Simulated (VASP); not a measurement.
Te: single point with PBEsol+D4

The system is Te.

```xyz
3
Lattice="3.6691 -2.1049 0.0189 3.6691 2.1049 0.0189 -0.0610 0.0000 5.8848" Properties=species:S:1:pos:R:3 pbc="T T T"
Te    0.0000    0.0000    0.0000
Te    2.3262    0.0000    1.9847
Te    4.9509    0.0000    3.9379
```

```json
{"Program": "VASP 6.6.1", "Task": "single point", "Functional": "PBEsol", "Dispersion": "D4", "Potentials or basis": "VASP PAW PBE potentials, release 64 (Te)", "Cutoff": "520 eV", "k mesh": "7 × 7 × 5", "Occupations": "fermi-dirac, width 0.05 eV", "Spin": "no spin polarisation"}
```

```json
{"Pressure": "0.1 GPa", "Largest force": "0.012 eV/Å", "Band gap on the k mesh": "zero (bands 9 and 10 overlap by 0.13 eV)", "Dispersion energy per atom": "-0.304 eV"}
```

Forces in eV/Å, atoms in the order of the input:
```
Te   0.000  0.000  0.000
Te   0.010  0.000 -0.005
Te  -0.010  0.000  0.005
```

Levels at points of the mesh, in eV from the Fermi level:
| k point | band 6 | band 7 | band 8 | band 9 | band 10 | band 11 | band 12 | band 13 |
| --- | --- | --- | --- | --- | --- | --- | --- | --- |
| (0.00, 0.00, 0.00) | -2.20 | -2.10 | -1.92 | -1.88 | 1.13 | 1.14 | 1.75 | 4.73 |

Run time: 2.4 min on 1 thread of AMD EPYC 7571, on a shared host, peak memory 0.22 GiB.

Caveat: the PAW data sets were made with another functional, which shifts forces and pressure a little; spin-orbit coupling is left out, which moves the levels of the heavy elements.
